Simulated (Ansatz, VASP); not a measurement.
## Ir: VASP beside Ansatz

The input INCAR:

```
PREC = Accurate
ENCUT = 520
EDIFF = 1E-7
ISMEAR = -1
SIGMA = 0.6
LREAL = F
LASPH = T
NELM = 60
ALGO = Normal
ISIF = 2
LWAVE = F
LCHARG = T
GGA = PE
LELF = T
LVHAR = T
NBANDS = 10
```

Contents of KPOINTS:

```
regular mesh
0
Gamma
  14 14 14
```

File POSCAR:

```
Ir
1.0
    0.0000000000      1.9360622002      1.9360622002
    1.9360622002      0.0000000000      1.9360622002
    1.9360622002      1.9360622002      0.0000000000
Ir
1
Direct
    0.0000000000      0.0000000000      0.0000000000
```

Input for Ansatz:

```yaml
crystal:
  lattice:
    - [0.0, 1.9360622002, 1.9360622002]
    - [1.9360622002, 0.0, 1.9360622002]
    - [1.9360622002, 1.9360622002, 0.0]
  atoms:
    - { symbol: Ir, position: [0.0, 0.0, 0.0] }
hamiltonian:
  xc: pbe
  pseudopotentials:
    kind: paw
    azcp:
      Ir: "pseudopotentials/Ir.paw.azcp"
basis:
  ecutwfc: 420
  fft_grid_basis: typed
kpoints:
  mp_grid: { grid: [14, 14, 14], shift: [0, 0, 0] }
magnetization:
  spin_polarized: false
scf:
  occupations: { method: fermi_dirac, width: 0.6 }
  lower_state_search: "off"
output:
  stress: true
```

Alike in both runs: task single point; functional PBE; k mesh 14 × 14 × 14; occupations fermi-dirac, width 0.6 eV; no spin polarisation.

```csv
,VASP,Ansatz
version,VASP 6.6.1,Ansatz 0.2.0
potentials or method,"VASP PAW PBE potentials, release 64 (Ir), cutoff 520 eV","plane waves (420 eV) with PAW, scalar-relativistic"
valence electrons in the cell,9,17
```

```tsv
	VASP	Ansatz	Ansatz less VASP
pressure (GPa)	10.7	10.1	-0.61
```

VASP's potentials hold 9 valence electrons a cell and Ansatz's 17, so a difference there can come from the potentials and not from the codes.

Spin-orbit coupling is off throughout.
